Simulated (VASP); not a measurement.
# CaAs2 (Pmmm) in VASP: single point with PBE

Aim: the single point of CaAs2 with PBE.

Program: VASP 6.6.1. These are calculated values, not measurements. Logs are shortened: lines on timing, memory, paths and dates and some standing lists are left out, and cuts for length are marked.

## Step 1: The cell of the first run

The structure is orthorhombic, space group Pmmm (No. 47). Conventional cell: a = 3.140 Å, b = 4.332 Å, c = 5.558 Å, α = 90.00°, β = 90.00°, γ = 90.00°. Within 4.1 Å of Ca (site symmetry mmm) lie 8 As at 3.10 Å and 2 Ca at 3.14 Å. Within 3.2 Å of As (site symmetry mm2) lie 4 As at 2.43 to 3.14 Å and 4 Ca at 3.10 Å.

## Step 2: Single point, PBE

File INCAR:

```
PREC     = Accurate       # precision mode
ENCUT    = 520            # plane-wave cutoff, eV
EDIFF    = 1E-6           # SCF threshold, eV
ISMEAR   = 0              # smearing method
SIGMA    = 0.1            # smearing width, eV
LREAL    = False          # projectors in reciprocal space
LASPH    = True           # aspherical terms in the spheres
NELM     = 100            # most SCF steps
ALGO     = Fast           # electronic algorithm
ISIF     = 2              # what is computed and relaxed
LWAVE    = False          # write WAVECAR
LCHARG   = False          # write CHGCAR
GGA      = PE             # functional
NBANDS   = 17             # bands
```

File KPOINTS:

```
Automatic mesh
0
Gamma
  16 10 8
```

File POSCAR:

```
CaAs2
1.0
    3.1396029707      0.0000000000      0.0000000000
    0.0000000000      4.3316097441      0.0000000000
    0.0000000000      0.0000000000      5.5582246562
Ca As
1 2
Direct
    0.0000000000      0.5000000000      0.5000000000
    0.5000000000      0.0000000000      0.7811091827
    0.5000000000      0.0000000000      0.2188908173
```

Potentials or basis: VASP PAW PBE potentials, release 64 (Ca_sv, As).

Started as:

```bash
$ cat potpaw_PBE.64/Ca_sv/POTCAR potpaw_PBE.64/As/POTCAR > POTCAR
$ mpirun -np 1 vasp_std > vasp.out
```

OUTCAR:

```text
PREC = Accurate
   ENCUT = 520
   EDIFF = 1E-6
   ISMEAR = 0
   LREAL = False
   LASPH = True
   NELM = 100
   ISIF = 2
   GGA = PE

 ion  position               nearest neighbor table
   1  0.000  0.500  0.500-
   2  0.500  0.000  0.781-   3 2.43
   3  0.500  0.000  0.219-   2 2.43

  LATTYP: Found a simple orthorhombic cell.
 ALAT       =     3.1396029707
 B/A-ratio  =     1.3796679977
 C/A-ratio  =     1.7703590894

  Lattice vectors:

 A1 = (   3.1396029707,   0.0000000000,   0.0000000000)
 A2 = (   0.0000000000,   4.3316097441,   0.0000000000)
 A3 = (   0.0000000000,   0.0000000000,   5.5582246562)

Analysis of symmetry for initial positions (statically):
=====================================================================
 Subroutine PRICEL returns:
 Original cell was already a primitive cell.

 Routine SETGRP: Setting up the symmetry group for a
 simple orthorhombic supercell.

 Subroutine GETGRP returns: Found  8 space group operations
 (whereof  8 operations were pure point group operations)
 out of a pool of  8 trial point group operations.

The static configuration has the point symmetry D_2h.

Analysis of symmetry for dynamics (positions and initial velocities):
=====================================================================
 Subroutine PRICEL returns:
 Original cell was already a primitive cell.

 Routine SETGRP: Setting up the symmetry group for a
 simple orthorhombic supercell.

 Subroutine GETGRP returns: Found  8 space group operations
 (whereof  8 operations were pure point group operations)
 out of a pool of  8 trial point group operations.

The dynamic configuration has the point symmetry D_2h.

 Subroutine INISYM returns: Found  8 space group operations
 (whereof  8 operations are pure point group operations),
 and found     1 'primitive' translations

----------------------------------------------------------------------------------------

                                     Primitive cell

  volume of cell :      75.5893

  direct lattice vectors                    reciprocal lattice vectors
     3.139602971  0.000000000  0.000000000     0.318511611  0.000000000  0.000000000
     0.000000000  4.331609744  0.000000000     0.000000000  0.230861056  0.000000000
[... 86 lines left out ...]
   NELM   =    100;   NELMIN=  2; NELMDL= -5     # of ELM steps
   EDIFF  = 0.1E-05   stopping-criterion for ELM
   LREAL  =      F    real-space projection
   EDIFFG = 0.1E-04   stopping-criterion for IOM
   NSW    =      0    number of steps for IOM
   IBRION =     -1    ionic relax: 0-MD 1-quasi-New 2-CG
   NFREE  =      0    steps in history (QN), initial steepest desc. (CG)
   ISIF   =      2    stress and relaxation
   ISYM   =      2    0-nonsym 1-usesym 2-fastsym
   POTIM  = 0.5000    time-step for ionic-motion
   TEBEG  =    0.0;   TEEND  =   0.0 temperature during run
   PSTRESS=    0.0 pullay stress
   NELECT =      20.0000    total number of electrons
   NUPDOWN=      -1.0000    fix difference up-down
   EMIN   =  10.00;   EMAX   =-10.00  energy-range for DOS
   EFERMI =   0.00;   METHOD = LEGACY
   ISMEAR =     0;   SIGMA  =   0.10  broadening in eV -4-tet -1-fermi 0-gaus
   EFERMI_NEDOS =   21; number of points for ismear=-14 and -15
   IALGO  =     68    algorithm
   IMIX   =      4    mixing-type and parameters
     AMIX     =   0.40;   BMIX     =  1.00
     AMIX_MAG =   1.60;   BMIX_MAG =  1.00
  volume/ion in A,a.u.               =      25.20       170.03
  Fermi-wavevector in a.u.,A,eV,Ry     =   1.050989  1.986081 15.028690  1.104578
  Thomas-Fermi vector in A             =   2.186014
   LORBIT       =      0    0 simple, 1 ext, 2 COOP (PROOUT), +10 PAW based schemes
   GGA     = PE    functional components
   LHFCALC =     F    Hartree Fock is set to
   AEXX    =    0.0000 exact exchange contribution
   IVDW    =     0    specifies the selected vdW correction
   LEPSILON=     F    determine dielectric tensor
   LRPA    =     F    only Hartree local field effects (RPA)
 non-spin polarized calculation
 RMM-DIIS sequential band-by-band and
 Gauss-broadening in eV      SIGMA  =   0.10
  energy-cutoff  :      520.00
  volume of cell :       75.59
 maximum number of plane-waves:      2054
 NGX is ok and might be reduce to    24
   NGX = 11   NGY = 17   NGZ = 21

 number of electron      19.9999999 magnetization

 Free energy of the ion-electron system (eV)
  ---------------------------------------------------
  ext. energy  EPLUGINS =         0.00000000
  ---------------------------------------------------
  free energy    TOTEN  =       -12.77970283 eV

  energy without entropy =      -12.77618491  energy(sigma->0) =      -12.77794387

 E-fermi :   3.4152     XC(G=0):  -9.2232

 val. band max:        3.3845232081   @ k =   0.0625   0.0000   0.5000
 cond. band min:       3.4316022087   @ k =   0.0000   0.1000   0.5000
 fundamental gap:      0.0470790006
 Fermi energy:         3.4152326673

 k-point     1 :       0.0000    0.0000    0.0000
  band No.  band energies     occupation
      1     -37.2001      2.00000
      2     -18.2192      2.00000
      3     -18.2133      2.00000
      4     -18.0221      2.00000
      5      -8.9908      2.00000
      6      -5.4801      2.00000
[... 457 lines left out ...]
      4     -18.1599      2.00000
      5      -7.9466      2.00000
      6      -4.5498      2.00000
[... 9 lines left out ...]
     16       8.7039      0.00000
     17       9.3179      0.00000

 [... further k-points ...]

------------------------ aborting loop because EDIFF is reached ----------------------------------------

  FORCE on cell =-STRESS in cart. coord.  units (eV):
  Direction    XX          YY          ZZ          XY          YZ          ZX
  --------------------------------------------------------------------------------------
  -------------------------------------------------------------------------------------
  Total        0.0735642      0.0594148      0.1304307     -0.0000000      0.0000000      0.0000000
  in kB        1.5592533      1.2593466      2.7645869     -0.0000000      0.0000000      0.0000000
  external PRESSURE =       1.8610623 kB  Pullay stress =       0.0000000 kB

 VOLUME and BASIS-vectors are now :
 -----------------------------------------------------------------------------
  energy-cutoff  :      520.00
  volume of cell :       75.59
      direct lattice vectors                 reciprocal lattice vectors
     3.139602971  0.000000000  0.000000000     0.318511611  0.000000000  0.000000000
     0.000000000  4.331609744  0.000000000     0.000000000  0.230861056  0.000000000
     0.000000000  0.000000000  5.558224656     0.000000000  0.000000000  0.179913563

 POSITION                                       TOTAL-FORCE (eV/Angst)
 -----------------------------------------------------------------------------------
      0.00000      2.16580      2.77911        -0.000000      0.000000      0.000000
      1.56980      0.00000      4.34158         0.000000      0.000000     -0.035754
      1.56980      0.00000      1.21664        -0.000000     -0.000000      0.035754
 -----------------------------------------------------------------------------------
    total drift:                                0.000000      0.000000      0.000000

  FREE ENERGIE OF THE ION-ELECTRON SYSTEM (eV)
  ---------------------------------------------------
  free  energy   TOTEN  =       -12.7797028291 eV

  energy  without entropy=      -12.7761849106  energy(sigma->0) =      -12.77794387
```

OSZICAR:

```text
N       E                     dE             d eps       ncg     rms          rms(c)
DAV:   1     0.126447057567E+03    0.12645E+03   -0.93408E+03  9180   0.105E+03
DAV:   2    -0.552501447167E+01   -0.13197E+03   -0.12916E+03 11294   0.258E+02
DAV:   3    -0.128180218357E+02   -0.72930E+01   -0.72209E+01 16919   0.504E+01
DAV:   4    -0.129404979237E+02   -0.12248E+00   -0.12230E+00 11578   0.618E+00
DAV:   5    -0.129452881979E+02   -0.47903E-02   -0.47887E-02 15007   0.829E-01    0.404E+00
RMM:   6    -0.127947379031E+02    0.15055E+00   -0.19615E-01 10442   0.208E+00    0.252E+00
RMM:   7    -0.127767084063E+02    0.18029E-01   -0.12314E-01 11719   0.208E+00    0.757E-01
RMM:   8    -0.127783228828E+02   -0.16145E-02   -0.15605E-02 11975   0.112E+00    0.855E-02
RMM:   9    -0.127792502256E+02   -0.92734E-03   -0.32343E-03 13798   0.477E-01    0.615E-02
RMM:  10    -0.127796302048E+02   -0.37998E-03   -0.97032E-04 13556   0.218E-01    0.124E-02
RMM:  11    -0.127796761619E+02   -0.45957E-04   -0.40060E-04 14906   0.102E-01    0.973E-03
RMM:  12    -0.127796924646E+02   -0.16303E-04   -0.13249E-04 14539   0.508E-02    0.114E-02
RMM:  13    -0.127796985027E+02   -0.60381E-05   -0.59822E-05 14025   0.315E-02    0.375E-03
RMM:  14    -0.127797012233E+02   -0.27206E-05   -0.22065E-05 12686   0.179E-02    0.605E-03
RMM:  15    -0.127797024228E+02   -0.11995E-05   -0.83646E-06 11616   0.110E-02    0.550E-03
RMM:  16    -0.127797028291E+02   -0.40630E-06   -0.34092E-06 10694   0.758E-03
   1 F= -.12779703E+02 E0= -.12777944E+02  d E =-.351792E-02
```

It took 4.7 min on 1 thread of Intel Xeon Platinum 8488C (Sapphire Rapids), shared host; peak memory 0.45 GiB.

What came out:

```
Free energy            : -12.7797 eV
Pressure               : 0.2 GPa
Largest force          : 0.036 eV/Å
Band gap on the k mesh : zero (bands 10 and 11 overlap by 3.05 eV)
```

Forces in eV/Å, atoms in the order of the input:
```
Ca   0.000  0.000  0.000
As   0.000  0.000 -0.036
As   0.000  0.000  0.036
```

Stress tensor (GPa, compression positive):
```
0.16 0.00 0.00
0.00 0.13 0.00
0.00 0.00 0.28
```
